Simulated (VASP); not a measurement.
# F (P6_3/mmc) in VASP: further runs

F is run at these levels: PBE; tasks: single point, relaxation of cell and atoms.

All numbers are computed with VASP 6.6.1; they aren't measurements. Logs are shortened: lines on timing, memory, paths and dates and some standing lists are left out, and cuts for length are marked.

## (1) The cell of the first run

Symmetry: P6_3/mmc, No. 194, hexagonal system. Conventional cell: a = 2.683 Å, b = 2.683 Å, c = 2.894 Å, α = 90.00°, β = 90.00°, γ = 120.00°. F (site symmetry -6m2) has 14 F at 2.12 to 2.89 Å within 2.9 Å.

## (2) Single point, PBE (9.02 Å³/atom)

INCAR

```
SYSTEM = F
ALGO = Normal ; EDIFF = 1E-7
ENCUT = 520 ; GGA = PE
ISIF = 2 ; ISMEAR = -1
LASPH = .True. ; LCHARG = .False.
LREAL = .False. ; LWAVE = .False.
NBANDS = 14 ; NELM = 60
PREC = Accurate ; SIGMA = 0.05
```

KPOINTS

```
k-points
0
Gamma
  18 18 10
  0 0 0
```

POSCAR

```
F
1.0
    2.6826913640      0.0000000000      0.0000000000
   -1.3413456820      2.3232788717      0.0000000000
    0.0000000000      0.0000000000      2.8940943882
F
2
Direct
    0.3333333333      0.6666666667      0.2500000000
    0.6666666667      0.3333333333      0.7500000000
```

Potentials or basis: VASP PAW PBE potentials, release 64 (F).

On the command line:

```console
$ cat potpaw_PBE.64/F/POTCAR > POTCAR
$ mpirun -np 1 vasp_std > vasp.out
```

OUTCAR:

```text
SYSTEM = F
   EDIFF = 1E-7
   ENCUT = 520
   GGA = PE
   ISIF = 2
   ISMEAR = -1
   LASPH = .True.
   LREAL = .False.
   NELM = 60
   PREC = Accurate

 ion  position               nearest neighbor table
   1  0.333  0.667  0.250-
   2  0.667  0.333  0.750-

  LATTYP: Found a hexagonal cell.
 ALAT       =     2.6826913640
 C/A-ratio  =     1.0788025887

  Lattice vectors:

 A1 = (   2.6826913640,   0.0000000000,   0.0000000000)
 A2 = (  -1.3413456820,   2.3232788717,   0.0000000000)
 A3 = (   0.0000000000,   0.0000000000,   2.8940943882)

Analysis of symmetry for initial positions (statically):
=====================================================================
 Subroutine PRICEL returns:
 Original cell was already a primitive cell.

 Routine SETGRP: Setting up the symmetry group for a
 hexagonal supercell.

 Subroutine GETGRP returns: Found 24 space group operations
 (whereof 12 operations were pure point group operations)
 out of a pool of 24 trial point group operations.

The static configuration has the point symmetry D_3d.
 The point group associated with its full space group is D_6h.

Analysis of symmetry for dynamics (positions and initial velocities):
=====================================================================
 Subroutine PRICEL returns:
 Original cell was already a primitive cell.

 Routine SETGRP: Setting up the symmetry group for a
 hexagonal supercell.

 Subroutine GETGRP returns: Found 24 space group operations
 (whereof 12 operations were pure point group operations)
 out of a pool of 24 trial point group operations.

The dynamic configuration has the point symmetry D_3d.
 The point group associated with its full space group is D_6h.

 Subroutine INISYM returns: Found 24 space group operations
 (whereof 12 operations are pure point group operations),
 and found     1 'primitive' translations

----------------------------------------------------------------------------------------

                                     Primitive cell

  volume of cell :      18.0378

  direct lattice vectors                    reciprocal lattice vectors
     2.682691364  0.000000000  0.000000000     0.372759988  0.215213079  0.000000000
    -1.341345682  2.323278872  0.000000000     0.000000000  0.430426159  0.000000000
     0.000000000  0.000000000  2.894094388     0.000000000  0.000000000  0.345531232

  length of vectors
     2.682691364  2.682691364  2.894094388     0.430426159  0.430426159  0.345531232

  position of ions in fractional coordinates (direct lattice)
     0.333333333  0.666666667  0.250000000
     0.666666667  0.333333333  0.750000000

  ion indices of the primitive-cell ions
   primitive index   ion index
                 1           1
                 2           2

----------------------------------------------------------------------------------------

 KPOINTS: k-points

Automatic generation of k-mesh.
 Grid dimensions read from file:
 generate k-points for:   18   18   10

 Generating k-lattice:

  Cartesian coordinates                     Fractional coordinates (reciprocal lattice)
     0.020708888  0.011956282  0.000000000     0.055555556  0.000000000  0.000000000
     0.000000000  0.023912564  0.000000000     0.000000000  0.055555556  0.000000000
     0.000000000  0.000000000  0.034553123     0.000000000  0.000000000  0.100000000

  Length of vectors
     0.023912564  0.023912564  0.034553123

  Shift w.r.t. Gamma in fractional coordinates (k-lattice)
     0.000000000  0.000000000  0.000000000

 Subroutine IBZKPT returns following result:
 ===========================================

 Found    222 irreducible k-points:

 Following reciprocal coordinates:
            Coordinates               Weight
  0.000000  0.000000  0.000000      1.000000
  0.055556  0.000000  0.000000      6.000000
  0.111111  0.000000  0.000000      6.000000
  0.166667  0.000000  0.000000      6.000000
  0.222222  0.000000  0.000000      6.000000
  0.277778  0.000000  0.000000      6.000000
[... 16 lines left out ...]
  0.333333  0.111111  0.000000     12.000000
  0.388889  0.111111  0.000000     12.000000
 [... further k-points ...]
   k-points           NKPTS =    222   k-points in BZ     NKDIM =    222   number of bands    NBANDS=     14
   number of dos      NEDOS =    301   number of ions     NIONS =      2
   total plane-waves  NPLWV =   9600
   dimension x,y,z NGX =    20 NGY =   20 NGZ =   24
   dimension x,y,z NGXF=    40 NGYF=   40 NGZF=   48
   ions per type =               2
   NGX,Y,Z   is equivalent  to a cutoff of  12.39, 12.39, 13.79 a.u.
   NGXF,Y,Z  is equivalent  to a cutoff of  24.79, 24.79, 27.57 a.u.
 SYSTEM =  F
   PREC   = accura    normal or accurate (medium, high low for compatibility)
   ISTART =      0    job   : 0-new  1-cont  2-samecut
   ICHARG =      2    charge: 1-file 2-atom 10-const
   ISPIN  =      1    spin polarized calculation?
   LNONCOLLINEAR =      F non collinear calculations
   LSORBIT =      F    spin-orbit coupling
   LASPH  =      T    aspherical Exc in radial PAW
   ENCUT  =  520.0 eV  38.22 Ry    6.18 a.u.   4.99  4.99  5.38*2*pi/ulx,y,z
   NELM   =     60;   NELMIN=  2; NELMDL= -5     # of ELM steps
   EDIFF  = 0.1E-06   stopping-criterion for ELM
   LREAL  =      F    real-space projection
   EDIFFG = 0.1E-05   stopping-criterion for IOM
   NSW    =      0    number of steps for IOM
   IBRION =     -1    ionic relax: 0-MD 1-quasi-New 2-CG
   NFREE  =      0    steps in history (QN), initial steepest desc. (CG)
   ISIF   =      2    stress and relaxation
   ISYM   =      2    0-nonsym 1-usesym 2-fastsym
   POTIM  = 0.5000    time-step for ionic-motion
   TEBEG  =    0.0;   TEEND  =   0.0 temperature during run
   PSTRESS=    0.0 pullay stress
   NELECT =      14.0000    total number of electrons
   NUPDOWN=      -1.0000    fix difference up-down
   EMIN   =  10.00;   EMAX   =-10.00  energy-range for DOS
   EFERMI =   0.00;   METHOD = LEGACY
   ISMEAR =    -1;   SIGMA  =   0.05  broadening in eV -4-tet -1-fermi 0-gaus
   EFERMI_NEDOS =   21; number of points for ismear=-14 and -15
   IALGO  =     38    algorithm
   IMIX   =      4    mixing-type and parameters
     AMIX     =   0.40;   BMIX     =  1.00
     AMIX_MAG =   1.60;   BMIX_MAG =  1.00
  volume/ion in A,a.u.               =       9.02        60.86
  Fermi-wavevector in a.u.,A,eV,Ry     =   1.504490  2.843074 30.796647  2.263490
  Thomas-Fermi vector in A             =   2.615463
   LORBIT       =      0    0 simple, 1 ext, 2 COOP (PROOUT), +10 PAW based schemes
   GGA     = PE    functional components
   LHFCALC =     F    Hartree Fock is set to
   AEXX    =    0.0000 exact exchange contribution
   IVDW    =     0    specifies the selected vdW correction
   LEPSILON=     F    determine dielectric tensor
   LRPA    =     F    only Hartree local field effects (RPA)
 non-spin polarized calculation
  energy-cutoff  :      520.00
  volume of cell :       18.04
 maximum number of plane-waves:       499
 NGX is ok and might be reduce to    20
   NGX =  9   NGY =  9   NGZ = 11

 number of electron      13.9999985 magnetization

 Free energy of the ion-electron system (eV)
  ---------------------------------------------------
  ext. energy  EPLUGINS =         0.00000000
  ---------------------------------------------------
  free energy    TOTEN  =        -1.83324803 eV

  energy without entropy =       -1.80424237  energy(sigma->0) =       -1.81874520

 E-fermi :  -1.8743     XC(G=0): -10.8273

 val. band max:       -1.8748812901   @ k =   0.2222   0.2222   0.4000
 cond. band min:      -1.8742350761   @ k =   0.2222   0.1111   0.1000
 fundamental gap:      0.0006462140
 Fermi energy:        -1.8742882627

 k-point     1 :       0.0000    0.0000    0.0000
  band No.  band energies     occupation
      1     -25.0928      2.00000
      2     -21.0596      2.00000
      3      -6.1481      2.00000
      4      -3.9417      2.00000
      5      -3.9417      2.00000
      6      -2.0441      1.93523
      7      -2.0441      1.93523
      8      -1.2138      0.00000
      9      11.8633      0.00000
     10      18.0022      0.00000
     11      26.6147      0.00000
     12      26.6148      0.00000
     13      27.7129      0.00000
     14      30.4445      0.00000

 k-point     2 :       0.0556    0.0000    0.0000
  band No.  band energies     occupation
      1     -25.0599      2.00000
      2     -21.0769      2.00000
      3      -6.1142      2.00000
      4      -3.9945      2.00000
      5      -3.9833      2.00000
      6      -2.1066      1.98100
      7      -2.0214      1.89974
      8      -1.2472      0.00001
      9      11.9890      0.00000
     10      18.0988      0.00000
     11      25.8505      0.00000
     12      26.7195      0.00000
     13      27.6369      0.00000
     14      31.3783      0.00000

 k-point     3 :       0.1111    0.0000    0.0000
  band No.  band energies     occupation
      1     -24.9614      2.00000
      2     -21.1292      2.00000
      3      -6.0140      2.00000
      4      -4.1503      2.00000
      5      -4.0968      2.00000
      6      -2.2749      1.99934
      7      -1.9620      1.70486
      8      -1.3460      0.00005
      9      12.3474      0.00000
     10      18.3743      0.00000
     11      24.4774      0.00000
     12      27.0257      0.00000
     13      27.4036      0.00000
     14      31.7739      0.00000
[... 324 lines left out ...]
 k-point    23 :       0.3333    0.1111    0.0000
  band No.  band energies     occupation
      1     -23.6944      2.00000
      2     -21.9624      2.00000
      3      -5.8488      2.00000
      4      -4.7448      2.00000
      5      -4.7027      2.00000
      6      -3.2863      2.00000
      7      -2.6331      2.00000
      8      -1.7237      0.09384
      9      15.4658      0.00000
     10      19.8126      0.00000
     11      20.6427      0.00000
     12      24.7005      0.00000
     13      28.8948      0.00000
     14      30.6216      0.00000

 k-point    24 :       0.3889    0.1111    0.0000
  band No.  band energies     occupation
      1     -23.4625      2.00000
      2     -22.1498      2.00000
      3      -6.0308      2.00000
      4      -4.7683      2.00000
      5      -4.4566      2.00000
      6      -3.3853      2.00000
      7      -2.8758      2.00000
      8      -1.7087      0.07031
      9      15.7275      0.00000
     10      19.6959      0.00000
     11      20.7241      0.00000
     12      24.4201      0.00000
     13      29.3020      0.00000
     14      30.5248      0.00000

 [... further k-points ...]

------------------------ aborting loop because EDIFF is reached ----------------------------------------

  FORCE on cell =-STRESS in cart. coord.  units (eV):
  Direction    XX          YY          ZZ          XY          YZ          ZX
  --------------------------------------------------------------------------------------
  -------------------------------------------------------------------------------------
  Total        1.2756746      1.2756746      1.2817400      0.0000000     -0.0000000      0.0000000
  in kB      113.3093459    113.3093459    113.8480947      0.0000000     -0.0000000      0.0000000
  external PRESSURE =     113.4889288 kB  Pullay stress =       0.0000000 kB

 VOLUME and BASIS-vectors are now :
 -----------------------------------------------------------------------------
  energy-cutoff  :      520.00
  volume of cell :       18.04
      direct lattice vectors                 reciprocal lattice vectors
     2.682691364  0.000000000  0.000000000     0.372759988  0.215213079  0.000000000
    -1.341345682  2.323278872  0.000000000     0.000000000  0.430426159  0.000000000
     0.000000000  0.000000000  2.894094388     0.000000000  0.000000000  0.345531232

 POSITION                                       TOTAL-FORCE (eV/Angst)
 -----------------------------------------------------------------------------------
     -0.00000      1.54885      0.72352         0.000000      0.000000     -0.000000
      1.34135      0.77443      2.17057        -0.000000     -0.000000      0.000000
 -----------------------------------------------------------------------------------
    total drift:                               -0.000000      0.000000      0.000000

  FREE ENERGIE OF THE ION-ELECTRON SYSTEM (eV)
  ---------------------------------------------------
  free  energy   TOTEN  =        -1.8332480264 eV

  energy  without entropy=       -1.8042423670  energy(sigma->0) =       -1.81874520
```

Wall time 19 s (1 thread of Intel Xeon 6975P-C (Granite Rapids), shared host); peak memory 0.15 GiB.

Results:

| Quantity | Value |
| --- | --- |
| Free energy | -1.8332 eV |
| Pressure | 11.3 GPa |
| Band gap on the k mesh | zero (bands 7 and 8 overlap by 1.75 eV) |

Caveat: the cell stands under pressure.

## (3) Relaxation of cell and atoms, PBE

This run uses another cell than the first one, of 13.00 Å³/atom.

INCAR

```
PREC = Accurate
ENCUT = 600
EDIFF = 1E-6
ISMEAR = -1
SIGMA = 0.05
LREAL = F
LASPH = T
NELM = 60
ALGO = Normal
ISIF = 3
LWAVE = F
LCHARG = F
GGA = PE
IBRION = 2
NSW = 60
EDIFFG = -0.005
```

KPOINTS

```
regular mesh
0
Gamma
  18 18 10
```

POSCAR

```
F
1.0
    2.6463212685      0.0000000000      0.0000000000
   -1.3231606343      2.2917814451      0.0000000000
    0.0000000000      0.0000000000      4.2870404550
F
2
Direct
    0.3333333333      0.6666666667      0.2500000000
    0.6666666667      0.3333333333      0.7500000000
```

Potentials or basis: VASP PAW PBE potentials, release 64 (F).

On the command line:

```console
$ cat potpaw_PBE.64/F/POTCAR > POTCAR
$ mpirun -np 1 vasp_std > vasp.out
```

Run time: 12 min. Hardware: 1 thread of AMD EPYC 7R13 (Zen 3), shared host; peak memory 0.18 GiB.

It converged, with:

```yaml
Free_energy: -1.9459 eV
Relaxed_volume: 10.48 Å³/atom
Relaxed_cell: a = 2.878 Å, b = 2.878 Å, c = 2.923 Å, α = 90.00°, β = 90.00°, γ = 120.00°
Space_group_after_relaxing_to_0.1_Å: P6_3/mmc (No. 194)
Energy_gained_by_relaxing: 275.6 meV/atom
Ionic_steps: 29
Pressure_after_relaxing: 0.0 GPa
Band_gap_on_the_k_mesh: zero (bands 7 and 8 overlap by 1.53 eV)
```

Step by step:
| step | energy change (eV) | largest force (eV/Å) | pressure (GPa) | volume (Å³) |
| --- | --- | --- | --- | --- |
| 1 | 0.0000 | 0.0000 | -6.38 | 26.00 |
| 2 | -0.0727 | 0.0000 | -5.67 | 24.10 |
| 3 | -0.1478 | 0.0000 | 4.00 | 18.96 |
| 4 | -0.1587 | 0.0000 | -1.21 | 20.65 |
| 5 | -0.1609 | 0.0000 | -0.06 | 20.18 |
| 6 | -0.1609 | 0.0000 | 0.22 | 20.08 |
| 7 | -0.1667 | 0.0000 | 0.34 | 20.02 |
| 8 | -0.2020 | 0.0000 | 0.65 | 19.83 |
| 9 | -0.3205 | 0.0000 | 1.78 | 19.37 |
| 10 | -0.4617 | 0.0000 | 10.56 | 18.09 |
| 11 | -0.4647 | 0.0000 | 9.70 | 18.17 |
| 12 | -0.4656 | 0.0000 | 9.78 | 18.18 |
| 13 | -0.4678 | 0.0000 | 9.93 | 18.19 |
| 14 | -0.4709 | 0.0000 | 10.26 | 18.21 |
| 15 | -0.4717 | 0.0000 | 10.99 | 18.24 |
| 16 | -0.4767 | 0.0000 | 10.62 | 18.32 |
| 17 | -0.4905 | 0.0000 | 9.35 | 18.56 |
| 18 | -0.5133 | 0.0000 | 7.14 | 19.04 |
| 19 | -0.5412 | 0.0000 | 3.37 | 20.01 |
| 20 | -0.5352 | 0.0000 | -2.33 | 22.03 |
| 21 | -0.5482 | 0.0000 | 0.73 | 20.85 |
| 22 | -0.5488 | 0.0000 | 0.68 | 20.85 |
| 23 | -0.5502 | 0.0000 | 0.51 | 20.86 |
| 24 | -0.5512 | 0.0000 | 0.18 | 20.88 |
| 25 | -0.5512 | 0.0000 | 0.20 | 20.88 |
| 26 | -0.5512 | 0.0000 | 0.21 | 20.88 |
| 27 | -0.5513 | 0.0000 | 0.16 | 20.91 |
| 28 | -0.5512 | 0.0000 | -0.18 | 21.02 |
| 29 | -0.5513 | 0.0000 | -0.01 | 20.96 |

Final structure:
```
F
1.0
     2.87752    0.00000    0.00000
    -1.43876    2.49201    0.00000
     0.00000    0.00000    2.92296
F
2
Direct
  0.33333 0.66667 0.25000
  0.66667 0.33333 0.75000
```

Levels at points of the mesh, in eV from the Fermi level:
```tsv
k point	band 5	band 6	band 7	band 8	band 9	band 10
(0.00, 0.00, 0.00)	-1.93	-0.19	-0.19	0.45	12.60	19.78
(0.50, 0.00, 0.00)	-1.98	-1.10	-0.80	0.22	16.51	19.72
(0.00, 0.00, 0.50)	-1.02	-1.02	-1.02	-1.02	16.84	16.84
(0.50, 0.00, 0.50)	-1.32	-1.32	0.13	0.13	18.71	18.71
```

Caveat: the volume moved by over 15 % at a fixed basis, so the end points are rough.
